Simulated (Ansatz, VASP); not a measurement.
## Two plane-wave programs on GaN

```xyz
16
Lattice="0.0000 0.0000 -5.2432 3.2184 -5.5744 0.0000 -6.4367 0.0000 0.0000" Properties=species:S:1:pos:R:3 pbc="T T T"
Ga    0.0000   -1.8581   -2.6261
Ga    1.6092   -4.6453   -2.6261
Ga   -3.2184   -1.8581   -2.6261
Ga   -1.6092   -4.6453   -2.6261
Ga   -1.6092   -0.9291   -0.0045
Ga    0.0000   -3.7163   -0.0045
Ga   -4.8276   -0.9291   -0.0045
Ga   -3.2184   -3.7163   -0.0045
N     0.0000   -1.8581   -0.6509
N     1.6092   -4.6453   -0.6509
N    -3.2184   -1.8581   -0.6509
N    -1.6092   -4.6453   -0.6509
N    -1.6092   -0.9291   -3.2724
N     0.0000   -3.7163   -3.2724
N    -4.8276   -0.9291   -3.2724
N    -3.2184   -3.7163   -3.2724
```

Alike in both runs: task single point; functional PBE; k mesh 3 × 3 × 3; occupations gaussian, width 0.01 eV; no spin polarisation.

```csv
,VASP,Ansatz
version,VASP 6.6.1,Ansatz 0.2.0
potentials or method,"VASP PAW PBE potentials, release 64 (Ga_d, N), cutoff 520 eV","scalar-relativistic, plane waves, PAW"
valence electrons in the cell,144,144
```

Ansatz gave:

```
gap on the k mesh at the Fermi level (eV) : 1.71
least direct gap on the mesh (eV)         : 1.71
pressure (GPa)                            : 0.0
```

Task: Estimate VASP's values.

Result: gap on the k mesh at the Fermi level (eV): 1.71; least direct gap on the mesh (eV): 1.71; pressure (GPa): 0.1.
